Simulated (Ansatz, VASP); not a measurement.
## Two plane-wave programs on CaO

```xyz
2
Lattice="0.0000 2.4154 2.4154 2.4154 0.0000 2.4154 2.4154 2.4154 0.0000" Properties=species:S:1:pos:R:3 pbc="T T T"
Ca    0.0000    0.0000    0.0000
O     2.4154    2.4154    2.4154
```

Alike in both runs: task single point; functional PBE; k mesh 8 × 8 × 8; occupations gaussian, width 0.02 eV; no spin polarisation.

```csv
,VASP,Ansatz
version,VASP 6.6.1,Ansatz 0.2.0
potentials or method,"VASP PAW PBE potentials, release 64 (Ca_sv, O), cutoff 600 eV","scalar-relativistic, plane waves, PAW"
valence electrons in the cell,16,16
```

Ansatz gave:

| Quantity | Value |
| --- | --- |
| gap on the k mesh at the Fermi level (eV) | 3.66 |
| least direct gap on the mesh (eV) | 4.03 |
| pressure (GPa) | 0.0 |

Question: What did VASP give for the same quantities?

Answer: gap on the k mesh at the Fermi level (eV): 3.64; least direct gap on the mesh (eV): 4.02; pressure (GPa): 0.4.
